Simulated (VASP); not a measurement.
Input of a VASP 6.6.1 run:

The input INCAR:

```
ALGO = Normal
EDIFF = 1E-7
ENCUT = 520
GGA = PS
ISIF = 2
ISMEAR = 0
LASPH = T
LCHARG = F
LREAL = F
LWAVE = F
NBANDS = 30
NELM = 60
PREC = Accurate
SIGMA = 0.05
```

KPOINTS

```
k-points
0
Gamma
  6 6 6
```

The input POSCAR:

```
CsPbCl3
1.0
    5.3247500000      0.0000000000      0.0000000000
    0.0000000000      5.3247500000      0.0000000000
    0.0000000000      0.0000000000      5.8852500000
Cs Pb Cl
1 1 3
Direct
    0.0000000000      0.0000000000      0.0000000000
    0.5000000000      0.5000000000      0.5000000000
    0.0000000000      0.5000000000      0.5000000000
    0.5000000000      0.0000000000      0.5000000000
    0.5000000000      0.5000000000      0.0000000000
```

Potentials or basis: VASP PAW PBE potentials, release 64 (Cs_sv, Pb_d, Cl).

Command:

```bash
$ cat potpaw_PBE.64/Cs_sv/POTCAR potpaw_PBE.64/Pb_d/POTCAR potpaw_PBE.64/Cl/POTCAR > POTCAR
$ mpirun -np 1 vasp_std > vasp.out
```

Problem. Predict the band gap on the k mesh.

Solution. 0.91 eV, direct.

Problem. Predict the pressure.

Solution. 2.4 GPa.

Stress tensor (GPa, compression positive):
```
 4.36  0.00  0.00
 0.00  4.36  0.00
 0.00  0.00 -1.48
```

Caveat: the cell differs from its parent crystal (strain -0.050 along x and y, +0.050 along z); the PAW data sets were made with another functional, which shifts forces and pressure a little; spin-orbit coupling is left out, which moves the levels of the heavy elements. A k mesh can miss the band edges.
